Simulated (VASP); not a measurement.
BaSrTi2O6: relaxation of volume and atoms at fixed shape with PBEsol

BaSrTi2O6:

```xyz
40
Lattice="7.8616 0.0000 0.0000 0.0000 7.8616 0.0000 0.0000 0.0000 7.8616" Properties=species:S:1:pos:R:3 pbc="T T T"
Ba    7.8440    0.0258    7.8434
Ba    3.9327    7.8260    0.0079
Ba    3.9378    7.8166    3.9295
Ba    3.9637    3.9099    0.0333
Sr    7.8589    7.8575    3.9726
Sr    7.8450    3.9150    7.8444
Sr    7.8451    3.9507    3.9399
Sr    3.9327    3.9339    3.9510
Ti    1.9488    1.9657    1.9503
Ti    1.9913    1.9638    5.9281
Ti    1.9975    5.8773    1.9669
Ti    1.9603    5.9178    5.9018
Ti    5.8697    1.9726    1.9382
Ti    5.8687    1.9894    5.9134
Ti    5.9197    5.8891    1.9719
Ti    5.8720    5.8730    5.9042
O     2.0071    1.9608    7.8257
O     1.9946    1.9435    3.9216
O     1.9797    5.8871    0.0049
O     1.9402    5.8766    3.9303
O     5.9042    1.9440    7.8610
O     5.9084    2.0048    3.9519
O     5.9034    5.9154    7.8521
O     5.9103    5.8941    3.9709
O     0.0140    1.9108    1.9636
O     0.0034    1.9320    5.8732
O     7.8544    5.8979    1.9502
O     0.0241    5.8703    5.9027
O     3.9249    1.9834    1.9448
O     3.9119    1.9387    5.8914
O     3.9463    5.9180    1.9827
O     3.9420    5.9079    5.9212
O     1.9430    7.8360    1.9849
O     1.9626    7.8422    5.8955
O     1.9586    3.9305    1.9411
O     1.9911    3.9310    5.8737
O     5.9146    0.0094    1.9742
O     5.9078    0.0014    5.8786
O     5.8585    3.9589    1.9886
O     5.9033    3.9513    5.8768
```

```
Program                : VASP 6.6.1
Task                   : relaxation of volume and atoms at fixed shape
Functional             : PBEsol
Potentials or basis    : VASP PAW PBE potentials, release 64 (Ba_sv, Sr_sv, Ti_sv, O)
Cutoff                 : 700 eV
k mesh                 : 1 × 1 × 1, shifted
Occupations            : fermi-dirac, width 0.05 eV
Spin                   : no spin polarisation
Dipole correction      : no
Further INCAR settings : LREAL = Auto; ALGO = Normal; EDIFF = 1e-07; ISYM = -1; IBRION = 2; EDIFFG = -0.03; NSW = 100; ISIF = 8
```

```
Relaxed volume                        : 12.24 Å³/atom
Relaxed cell                          : a = 7.882 Å, b = 7.882 Å, c = 7.882 Å, α = 90.00°, β = 90.00°, γ = 90.00°
Space group after relaxing (to 0.1 Å) : C2/m (No. 12)
Energy gained by relaxing             : 12.9 meV/atom
Ionic steps                           : 27
Pressure after relaxing               : 0.0 GPa
Largest force after relaxing          : 0.027 eV/Å
Band gap on the k mesh                : 2.55 eV
```

Forces on the atoms (eV/Å):
```
Ba   0.002  0.010 -0.008
Ba  -0.005 -0.014  0.000
Ba   0.006 -0.005  0.000
Ba   0.004 -0.007  0.005
Sr  -0.003  0.002 -0.005
Sr   0.001  0.000  0.006
Sr   0.008 -0.008 -0.007
Sr  -0.002 -0.003 -0.007
Ti  -0.011 -0.010  0.006
Ti  -0.005  0.010  0.006
Ti   0.006 -0.006 -0.003
Ti   0.009 -0.002 -0.003
Ti  -0.012  0.000  0.024
Ti  -0.011  0.016  0.018
Ti   0.005  0.000 -0.003
Ti   0.016  0.017  0.003
O   -0.008 -0.011 -0.013
O   -0.002 -0.007 -0.006
O   -0.002 -0.009  0.006
O    0.000 -0.020  0.012
O    0.012  0.014 -0.006
O   -0.001  0.015 -0.012
O   -0.005  0.011  0.001
O   -0.005  0.013 -0.001
O    0.008  0.014 -0.012
O    0.012 -0.003 -0.004
O   -0.012 -0.013  0.004
O   -0.006 -0.017  0.007
O    0.003  0.006 -0.005
O    0.024 -0.008 -0.010
O   -0.019  0.013  0.012
O   -0.005  0.010 -0.002
O    0.004  0.000  0.003
O   -0.003 -0.014 -0.011
O   -0.007 -0.001 -0.016
O    0.001 -0.011 -0.015
O   -0.002  0.017  0.012
O    0.001 -0.008  0.000
O   -0.003  0.011  0.006
O    0.007 -0.003  0.018
```

Stress tensor (GPa, compression positive):
```
-0.17 -0.73 -0.74
-0.73  0.07 -0.73
-0.74 -0.73  0.09
```

Step by step:
```csv
step,energy change (eV),largest force (eV/Å),pressure (GPa),volume (Å³)
1,0.0000,1.5628,1.65,485.89
2,-0.2585,0.8747,-1.84,494.74
3,-0.3046,0.4577,-0.94,492.22
4,-0.4299,0.2833,0.09,489.14
5,-0.4666,0.3013,1.12,486.28
6,-0.4933,0.2302,-0.76,491.15
7,-0.5004,0.1492,-0.18,489.61
8,-0.5086,0.0725,-0.02,489.16
9,-0.5091,0.1036,0.04,489.01
10,-0.5114,0.0502,0.01,489.07
11,-0.5114,0.0377,0.01,489.06
12,-0.5122,0.0347,-0.01,489.13
13,-0.5127,0.0596,-0.05,489.23
14,-0.5132,0.0345,-0.01,489.13
15,-0.5135,0.0415,0.05,488.96
16,-0.5139,0.0391,0.03,489.05
17,-0.5144,0.0364,-0.01,489.19
18,-0.5143,0.0429,-0.10,489.48
19,-0.5145,0.0352,-0.06,489.32
20,-0.5151,0.0327,0.04,489.12
21,-0.5152,0.0491,0.08,489.04
22,-0.5158,0.0446,0.05,489.18
23,-0.5163,0.0466,0.02,489.34
24,-0.5166,0.0479,-0.05,489.67
25,-0.5172,0.0432,-0.01,489.68
26,-0.5173,0.0410,0.02,489.68
27,-0.5178,0.0271,-0.01,489.75
```

Final structure:
```
Ba Sr Ti O
1.0
     7.88239    0.00000    0.00000
     0.00000    7.88239    0.00000
     0.00000    0.00000    7.88239
Ba Sr Ti O
4 4 8 24
Direct
  0.00041 0.99940 0.00032
  0.50050 0.99980 0.00023
  0.50031 0.99963 0.50015
  0.50033 0.49965 0.00016
  0.00042 0.99968 0.50020
  0.00033 0.49965 0.99996
  0.00020 0.49982 0.50024
  0.50041 0.49973 0.50028
  0.24625 0.25607 0.25507
  0.24727 0.25640 0.74998
  0.24900 0.75097 0.25769
  0.24954 0.75135 0.75255
  0.75141 0.24826 0.24758
  0.75243 0.24793 0.74246
  0.75413 0.74318 0.25038
  0.75459 0.74293 0.74529
  0.24660 0.25298 0.99918
  0.24643 0.25170 0.49960
  0.24494 0.74358 0.99693
  0.24575 0.74408 0.49810
  0.75519 0.25513 0.00352
  0.75517 0.25464 0.50235
  0.75446 0.74585 0.00140
  0.75379 0.74690 0.50096
  0.00088 0.25277 0.25551
  0.00038 0.25350 0.74730
  0.00000 0.74547 0.25347
  0.99953 0.74604 0.74473
  0.50115 0.25386 0.25554
  0.50040 0.25407 0.74658
  0.49977 0.74468 0.25350
  0.49930 0.74459 0.74527
  0.24626 0.99708 0.25289
  0.24577 0.99731 0.74486
  0.24593 0.49800 0.25298
  0.24553 0.49822 0.74426
  0.75477 0.00117 0.25550
  0.75408 0.00174 0.74747
  0.75480 0.50049 0.25633
  0.75453 0.50081 0.74744
```

Levels at points of the mesh, in eV from the valence-band top:
```tsv
k point	band 157	band 158	band 159	band 160	band 161	band 162	band 163	band 164
(0.25, 0.25, 0.25)	-0.12	-0.11	-0.10	0.00	2.55	2.62	2.63	2.70
```

Wall time 69 min on 1 thread of Intel(R) Xeon(R) 6975P-C (Granite Rapids), with other jobs on the host, peak memory 0.87 GiB.

Caveat: the PAW data sets were made with another functional, which shifts forces and pressure a little; spin-orbit coupling is left out, which moves the levels of the heavy elements; a shifted mesh leaves out Γ, where band edges can lie. A k mesh can miss the band edges.
